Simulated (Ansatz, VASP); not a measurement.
# One calculation of Ge, two programs

```
CELL_PARAMETERS angstrom
3.94893 0.00000 0.00000
-1.97447 3.41988 0.00000
0.00000 0.00000 6.24934
ATOMIC_POSITIONS crystal
Ge 0.00000 0.00000 0.07115
Ge 0.00000 0.00000 0.57115
Ge 0.33333 0.66667 0.82115
Ge 0.66667 0.33333 0.32115
```

Change from the starting cell: strain +0.040 along x and y, +0.000 along z, atoms carried along.

Alike in both runs: task single point; functional PBEsol; k mesh 12 × 12 × 8; occupations gaussian, width 0.15 eV; no spin polarisation.

|  | VASP | Ansatz |
| --- | --- | --- |
| version | VASP 6.6.1 | Ansatz 0.2.0 |
| potentials or method | VASP PAW PBE potentials, release 64 (Ge_d), cutoff 520 eV | scalar-relativistic, plane waves, PAW |
| valence electrons in the cell | 56 | 56 |

|  | VASP | Ansatz | Ansatz less VASP |
| --- | --- | --- | --- |
| gap on the k mesh at the Fermi level (eV) | none | none | - |
| pressure (GPa) | -4.4 | -4.5 | -0.04 |
| traceless stress, the component that is largest in VASP (GPa) | -0.14 | -0.14 | -0.005 |

VASP's potentials were made for PBE, not for PBEsol. A gap of «none» marks a metal or a gap that the smearing closes.
